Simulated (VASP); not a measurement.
# NaI (I4/mmm) in VASP: further runs

Runs on NaI. Level: LDA. Tasks: electric field gradients.

Program: VASP 6.6.1. These are calculated values, not measurements. Logs are shortened: lines on timing, memory, paths and dates and some standing lists are left out, and cuts for length are marked.

## 1. The cell of the first run

It takes space group I4/mmm (No. 139, tetragonal). Conventional cell: a = 4.485 Å, b = 4.485 Å, c = 6.473 Å, α = 90.00°, β = 90.00°, γ = 90.00°. Within 4.2 Å of Na (site symmetry 4/mmm) lie 6 I at 3.17 to 3.24 Å. Within 4.2 Å of I (site symmetry 4/mmm) lie 6 Na at 3.17 to 3.24 Å.

## 2. Electric field gradients, LDA (equal xx and yy strain of -2 %)

Contents of INCAR:

```
SYSTEM = NaI
  ALGO = Normal
  EDIFF = 1E-8
  ENCUT = 520
  GGA = CA
  ISIF = 2
  ISMEAR = -1
  LASPH = .True.
  LCHARG = .False.
  LEFG = .True.
  LREAL = .False.
  LWAVE = .False.
  NBANDS = 14
  NELM = 60
  PREC = Accurate
  SIGMA = 0.02
```

Contents of KPOINTS:

```
k-points
0
Gamma
  8 8 8
  0 0 0
```

Contents of POSCAR:

```
NaI
1.0
    0.0000000000      3.1716720000      3.2364000000
    3.1716720000      0.0000000000      3.2364000000
    3.1716720000      3.1716720000      0.0000000000
Na I
1 1
Direct
    0.0000000000      0.0000000000      0.0000000000
    0.5000000000      0.5000000000      0.5000000000
```

Potentials or basis: VASP PAW LDA potentials, release 64 (Na_pv, I).

Run with:

```console
$ cat potpaw_LDA.64/Na_pv/POTCAR potpaw_LDA.64/I/POTCAR > POTCAR
$ mpirun -np 1 vasp_std > vasp.out
```

OUTCAR:

```text
SYSTEM = NaI
   EDIFF = 1E-8
   ENCUT = 520
   GGA = CA
   ISIF = 2
   ISMEAR = -1
   LASPH = .True.
   LREAL = .False.
   NELM = 60
   PREC = Accurate

 ion  position               nearest neighbor table
   1  0.000  0.000  0.000-   2 3.17   2 3.17   2 3.17   2 3.17
   2  0.500  0.500  0.500-   1 3.17   1 3.17   1 3.17   1 3.17

  LATTYP: Found a body centered tetragonal cell.
 ALAT       =     4.4854215578
 C/A-ratio  =     1.4430750636

  Lattice vectors:

 A1 = (  -3.1716720000,   0.0000000000,   3.2364000000)
 A2 = (   3.1716720000,   0.0000000000,   3.2364000000)
 A3 = (   0.0000000000,   3.1716720000,  -3.2364000000)

Analysis of symmetry for initial positions (statically):
=====================================================================
 Subroutine PRICEL returns:
 Original cell was already a primitive cell.

 Routine SETGRP: Setting up the symmetry group for a
 body centered tetragonal supercell.

 Subroutine GETGRP returns: Found 16 space group operations
 (whereof 16 operations were pure point group operations)
 out of a pool of 16 trial point group operations.

The static configuration has the point symmetry D_4h.

Analysis of symmetry for dynamics (positions and initial velocities):
=====================================================================
 Subroutine PRICEL returns:
 Original cell was already a primitive cell.

 Routine SETGRP: Setting up the symmetry group for a
 body centered tetragonal supercell.

 Subroutine GETGRP returns: Found 16 space group operations
 (whereof 16 operations were pure point group operations)
 out of a pool of 16 trial point group operations.

The dynamic configuration has the point symmetry D_4h.

 Subroutine INISYM returns: Found 16 space group operations
 (whereof 16 operations are pure point group operations),
 and found     1 'primitive' translations

----------------------------------------------------------------------------------------

                                     Primitive cell

  volume of cell :      65.1132

  direct lattice vectors                    reciprocal lattice vectors
     0.000000000  3.171672000  3.236400000    -0.157645557  0.157645557  0.154492646
     3.171672000  0.000000000  3.236400000     0.157645557 -0.157645557  0.154492646
     3.171672000  3.171672000  0.000000000     0.157645557  0.157645557 -0.154492646

  length of vectors
     4.531422319  4.531422319  4.485421558     0.271241997  0.271241997  0.271241997

  position of ions in fractional coordinates (direct lattice)
     0.000000000  0.000000000  0.000000000
     0.500000000  0.500000000  0.500000000

  ion indices of the primitive-cell ions
   primitive index   ion index
                 1           1
                 2           2

----------------------------------------------------------------------------------------

 KPOINTS: k-points

Automatic generation of k-mesh.
 Grid dimensions read from file:
 generate k-points for:    8    8    8

 Generating k-lattice:

  Cartesian coordinates                     Fractional coordinates (reciprocal lattice)
    -0.019705695  0.019705695  0.019311581     0.125000000  0.000000000  0.000000000
     0.019705695 -0.019705695  0.019311581     0.000000000  0.125000000  0.000000000
     0.019705695  0.019705695 -0.019311581     0.000000000  0.000000000  0.125000000

  Length of vectors
     0.033905250  0.033905250  0.033905250

  Shift w.r.t. Gamma in fractional coordinates (k-lattice)
     0.000000000  0.000000000  0.000000000

 Subroutine IBZKPT returns following result:
 ===========================================

 Found     59 irreducible k-points:

 Following reciprocal coordinates:
            Coordinates               Weight
  0.000000  0.000000  0.000000      1.000000
  0.125000  0.000000  0.000000      8.000000
  0.250000  0.000000  0.000000      8.000000
  0.375000  0.000000  0.000000      8.000000
  0.500000  0.000000  0.000000      4.000000
  0.125000  0.125000  0.000000      2.000000
[... 16 lines left out ...]
  0.250000  0.000000  0.125000     16.000000
  0.375000  0.000000  0.125000     16.000000
 [... further k-points ...]
   k-points           NKPTS =     59   k-points in BZ     NKDIM =     59   number of bands    NBANDS=     14
   number of dos      NEDOS =    301   number of ions     NIONS =      2
   total plane-waves  NPLWV =  46656
   dimension x,y,z NGX =    36 NGY =   36 NGZ =   36
   dimension x,y,z NGXF=    72 NGYF=   72 NGZF=   72
   ions per type =               1   1
   NGX,Y,Z   is equivalent  to a cutoff of  13.21, 13.21, 13.34 a.u.
   NGXF,Y,Z  is equivalent  to a cutoff of  26.41, 26.41, 26.69 a.u.
 SYSTEM =  NaI
   PREC   = accura    normal or accurate (medium, high low for compatibility)
   ISTART =      0    job   : 0-new  1-cont  2-samecut
   ICHARG =      2    charge: 1-file 2-atom 10-const
   ISPIN  =      1    spin polarized calculation?
   LNONCOLLINEAR =      F non collinear calculations
   LSORBIT =      F    spin-orbit coupling
   LASPH  =      T    aspherical Exc in radial PAW
   ENCUT  =  520.0 eV  38.22 Ry    6.18 a.u.   8.43  8.43  8.34*2*pi/ulx,y,z
   NELM   =     60;   NELMIN=  2; NELMDL= -5     # of ELM steps
   EDIFF  = 0.1E-07   stopping-criterion for ELM
   LREAL  =      F    real-space projection
   EDIFFG = 0.1E-06   stopping-criterion for IOM
   NSW    =      0    number of steps for IOM
   IBRION =     -1    ionic relax: 0-MD 1-quasi-New 2-CG
   NFREE  =      0    steps in history (QN), initial steepest desc. (CG)
   ISIF   =      2    stress and relaxation
   ISYM   =      2    0-nonsym 1-usesym 2-fastsym
   POTIM  = 0.5000    time-step for ionic-motion
   TEBEG  =    0.0;   TEEND  =   0.0 temperature during run
   PSTRESS=    0.0 pullay stress
   NELECT =      14.0000    total number of electrons
   NUPDOWN=      -1.0000    fix difference up-down
   EMIN   =  10.00;   EMAX   =-10.00  energy-range for DOS
   EFERMI =   0.00;   METHOD = LEGACY
   ISMEAR =    -1;   SIGMA  =   0.02  broadening in eV -4-tet -1-fermi 0-gaus
   EFERMI_NEDOS =   21; number of points for ismear=-14 and -15
   IALGO  =     38    algorithm
   IMIX   =      4    mixing-type and parameters
     AMIX     =   0.40;   BMIX     =  1.00
     AMIX_MAG =   1.60;   BMIX_MAG =  1.00
  volume/ion in A,a.u.               =      32.56       219.70
  Fermi-wavevector in a.u.,A,eV,Ry     =   0.980757  1.853361 13.087221  0.961884
  Thomas-Fermi vector in A             =   2.111711
   LORBIT       =      0    0 simple, 1 ext, 2 COOP (PROOUT), +10 PAW based schemes
   GGA     = CA    functional components
   LHFCALC =     F    Hartree Fock is set to
   AEXX    =    0.0000 exact exchange contribution
   IVDW    =     0    specifies the selected vdW correction
   LEPSILON=     F    determine dielectric tensor
   LRPA    =     F    only Hartree local field effects (RPA)
 non-spin polarized calculation
  energy-cutoff  :      520.00
  volume of cell :       65.11
 maximum number of plane-waves:      1793
 NGX is ok and might be reduce to    36
   NGX = 17   NGY = 17   NGZ = 17

 number of electron      14.0000006 magnetization

 Free energy of the ion-electron system (eV)
  ---------------------------------------------------
  ext. energy  EPLUGINS =         0.00000000
  ---------------------------------------------------
  free energy    TOTEN  =        -6.00304473 eV

  energy without entropy =       -6.00304473  energy(sigma->0) =       -6.00304473

 E-fermi :   1.3242     XC(G=0):  -8.2619

 val. band max:        0.9246687301   @ k =   0.0000   0.0000   0.0000
 cond. band min:       4.3647583548   @ k =   0.0000   0.0000   0.0000
 fundamental gap:      3.4400896248
 Fermi energy:         1.3241830327

 k-point     1 :       0.0000    0.0000    0.0000
  band No.  band energies     occupation
      1     -21.4386      2.00000
      2     -21.4383      2.00000
      3     -21.4383      2.00000
      4     -10.2823      2.00000
      5       0.9009      2.00000
      6       0.9009      2.00000
      7       0.9247      2.00000
      8       4.3648      0.00000
      9       8.6195      0.00000
     10       8.7543      0.00000
     11       8.7543      0.00000
     12      10.5217      0.00000
     13      10.7598      0.00000
     14      11.1359      0.00000
[... 377 lines left out ...]
      1     -21.4434      2.00000
      2     -21.4393      2.00000
      3     -21.4389      2.00000
      4      -9.9916      2.00000
      5      -0.9978      2.00000
      6       0.4869      2.00000
      7       0.5177      2.00000
      8       6.1991      0.00000
      9       7.8961      0.00000
     10       8.3649      0.00000
     11       8.8695      0.00000
     12      10.9054      0.00000
     13      11.9098      0.00000
     14      12.0925      0.00000

 [... further k-points ...]

------------------------ aborting loop because EDIFF is reached ----------------------------------------

  FORCE on cell =-STRESS in cart. coord.  units (eV):
  Direction    XX          YY          ZZ          XY          YZ          ZX
  --------------------------------------------------------------------------------------
  -------------------------------------------------------------------------------------
  Total       -0.3564095     -0.3564095     -0.5569034      0.0000000     -0.0000000      0.0000000
  in kB       -8.7698279     -8.7698279    -13.7031908      0.0000000     -0.0000000      0.0000000
  external PRESSURE =     -10.4142822 kB  Pullay stress =       0.0000000 kB

 VOLUME and BASIS-vectors are now :
 -----------------------------------------------------------------------------
  energy-cutoff  :      520.00
  volume of cell :       65.11
      direct lattice vectors                 reciprocal lattice vectors
     0.000000000  3.171672000  3.236400000    -0.157645557  0.157645557  0.154492646
     3.171672000  0.000000000  3.236400000     0.157645557 -0.157645557  0.154492646
     3.171672000  3.171672000  0.000000000     0.157645557  0.157645557 -0.154492646

 POSITION                                       TOTAL-FORCE (eV/Angst)
 -----------------------------------------------------------------------------------
      0.00000      0.00000      0.00000         0.000000     -0.000000      0.000000
      3.17167      3.17167      3.23640        -0.000000      0.000000      0.000000
 -----------------------------------------------------------------------------------
    total drift:                                0.000000      0.000000      0.000000

  FREE ENERGIE OF THE ION-ELECTRON SYSTEM (eV)
  ---------------------------------------------------
  free  energy   TOTEN  =        -6.0030447305 eV

  energy  without entropy=       -6.0030447305  energy(sigma->0) =       -6.00304473

 Electric field gradients (V/A^2)
---------------------------------------------------------------------
 ion       V_xx      V_yy      V_zz      V_xy      V_xz      V_yz
---------------------------------------------------------------------
   1      -0.683    -0.683     1.365    -0.003    -0.002    -0.002
   2       0.396     0.396    -0.792    -0.000    -0.000    -0.000
---------------------------------------------------------------------

 Electric field gradients after diagonalization (V/A^2)
 (convention: |V_zz| > |V_xx| > |V_yy|)
----------------------------------------------------------------------
 ion       V_xx      V_yy      V_zz     asymmetry (V_yy - V_xx)/ V_zz
----------------------------------------------------------------------
   1      -0.685    -0.680     1.365       0.004
   2       0.396     0.396    -0.792       0.000
----------------------------------------------------------------------

           NMR quadrupolar parameters

 Cq : quadrupolar parameter    Cq=e*Q*V_zz/h
 eta: asymmetry parameters     (V_yy - V_xx)/ V_zz
 Q  : nuclear electric quadrupole moment in mb (millibarn)
----------------------------------------------------------------------
 ion       Cq(MHz)       eta       Q (mb)
----------------------------------------------------------------------
   1       0.003       0.004       1.000
   2      -0.002       0.000       1.000
----------------------------------------------------------------------
```

Run time: 26 s. Hardware: 1 thread of Intel Xeon Platinum 8488C (Sapphire Rapids), shared host; peak memory 0.19 GiB.

What came out:

* Free energy: -6.0030 eV
* Pressure: -1.0 GPa
* Band gap on the k mesh: 3.44 eV
* Largest electric field gradient by atom: Na +1.4; I -0.8 V/Å²

Levels at points of the mesh, in eV from the valence-band top:
| k point | band 3 | band 4 | band 5 | band 6 | band 7 | band 8 | band 9 | band 10 | band 11 | band 12 |
| --- | --- | --- | --- | --- | --- | --- | --- | --- | --- | --- |
| (0.00, 0.00, 0.00) | -22.36 | -11.21 | -0.02 | -0.02 | 0.00 | 3.44 | 7.69 | 7.83 | 7.83 | 9.60 |
| (0.50, 0.00, 0.00) | -22.36 | -10.85 | -2.41 | -0.35 | -0.31 | 4.86 | 7.22 | 7.38 | 8.75 | 10.14 |
| (0.50, 0.50, 0.00) | -22.37 | -10.78 | -2.11 | -0.80 | -0.80 | 4.30 | 5.32 | 9.76 | 11.31 | 11.31 |
| (0.50, 0.00, 0.50) | -22.37 | -10.76 | -2.10 | -0.90 | -0.81 | 4.27 | 5.27 | 9.91 | 11.05 | 11.40 |

Electric field gradients, principal values (V/Å²):
```csv
atom,least,middle,greatest (by size)
1 Na,-0.680,-0.685,1.365
2 I,0.396,0.396,-0.792
```

Caveat: the cell differs from its parent crystal (equal xx and yy strain of -2 %); without QUAD_EFG the Cq values of the log hold for a quadrupole moment of 1 mb, not for the nuclei; spin-orbit coupling is left out, which moves the levels of the heavy elements.

## 3. Electric field gradients, LDA (zz strain of -2 %)

Contents of INCAR:

```
SYSTEM = NaI
PREC = Accurate
ENCUT = 520
EDIFF = 1E-8
ISMEAR = -1
SIGMA = 0.02
LREAL = .False.
LASPH = .True.
NELM = 100
ALGO = Normal
ISIF = 2
LWAVE = .False.
LCHARG = .False.
GGA = CA
LEFG = .True.
NBANDS = 14
```

Contents of KPOINTS:

```
regular mesh
0
Gamma
  8 8 8
  0 0 0
```

Contents of POSCAR:

```
NaI
1.0
    0.0000000000      3.2364000000      3.1716720000
    3.2364000000      0.0000000000      3.1716720000
    3.2364000000      3.2364000000      0.0000000000
Na I
1 1
Direct
    0.0000000000      0.0000000000      0.0000000000
    0.5000000000      0.5000000000      0.5000000000
```

Potentials or basis: VASP PAW LDA potentials, release 64 (Na_pv, I).

Run with:

```console
$ cat potpaw_LDA.64/Na_pv/POTCAR potpaw_LDA.64/I/POTCAR > POTCAR
$ mpirun -np 1 vasp_std > vasp.out
```

OUTCAR:

```text
SYSTEM = NaI
   PREC = Accurate
   ENCUT = 520
   EDIFF = 1E-8
   ISMEAR = -1
   LREAL = .False.
   LASPH = .True.
   NELM = 100
   ISIF = 2
   GGA = CA

 ion  position               nearest neighbor table
   1  0.000  0.000  0.000-   2 3.17   2 3.17
   2  0.500  0.500  0.500-   1 3.17   1 3.17

  LATTYP: Found a body centered tetragonal cell.
 ALAT       =     4.5769607733
 C/A-ratio  =     1.3859292911

  Lattice vectors:

[... 620 lines left out ...]

  FREE ENERGIE OF THE ION-ELECTRON SYSTEM (eV)
  ---------------------------------------------------
  free  energy   TOTEN  =        -5.9931574232 eV

  energy  without entropy=       -5.9931574232  energy(sigma->0) =       -5.99315742

 Electric field gradients (V/A^2)
---------------------------------------------------------------------
 ion       V_xx      V_yy      V_zz      V_xy      V_xz      V_yz
---------------------------------------------------------------------
   1       0.685     0.685    -1.370    -0.002    -0.003    -0.003
   2      -0.650    -0.650     1.301    -0.000    -0.000    -0.000
---------------------------------------------------------------------

 Electric field gradients after diagonalization (V/A^2)
 (convention: |V_zz| > |V_xx| > |V_yy|)
----------------------------------------------------------------------
 ion       V_xx      V_yy      V_zz     asymmetry (V_yy - V_xx)/ V_zz
----------------------------------------------------------------------
   1       0.687     0.684    -1.370       0.002
   2      -0.650    -0.650     1.301       0.000
----------------------------------------------------------------------

           NMR quadrupolar parameters

 Cq : quadrupolar parameter    Cq=e*Q*V_zz/h
 eta: asymmetry parameters     (V_yy - V_xx)/ V_zz
 Q  : nuclear electric quadrupole moment in mb (millibarn)
----------------------------------------------------------------------
 ion       Cq(MHz)       eta       Q (mb)
----------------------------------------------------------------------
   1      -0.003       0.002       1.000
   2       0.003       0.000       1.000
----------------------------------------------------------------------
```

stdout:

```text
POSCAR found type information on POSCAR NaI
 POSCAR found :  2 types and       2 ions
 scaLAPACK will be used
 LDA part: xc-table for (Slater(with rela. corr.)+CA(PZ))
 , standard interpolation
 POSCAR, INCAR and KPOINTS ok, starting setup
 FFT: planning ... GRIDC
 FFT: planning ... GRID_SOFT
 FFT: planning ... GRID
 WAVECAR not read
 entering main loop
ion   1

ion   2
```

Wall time 28 s (1 thread of Intel Xeon Platinum 8488C (Sapphire Rapids), shared host); peak memory 0.2 GiB.

Results:

| Item | Value |
| --- | --- |
| Free energy | -5.9932 eV |
| Pressure | -1.3 GPa |
| Band gap on the k mesh | 3.39 eV |
| Largest electric field gradient by atom | Na -1.4; I +1.3 V/Å² |

Electric field gradients, principal values (V/Å²):
| atom | least | middle | greatest (by size) |
| --- | --- | --- | --- |
| 1 Na | 0.684 | 0.687 | -1.370 |
| 2 I | -0.650 | -0.650 | 1.301 |

Caveat: the cell differs from its parent crystal (zz strain of -2 %); without QUAD_EFG the Cq values of the log hold for a quadrupole moment of 1 mb, not for the nuclei; spin-orbit coupling is left out, which moves the levels of the heavy elements.

(Continued in part 2 of 2.)
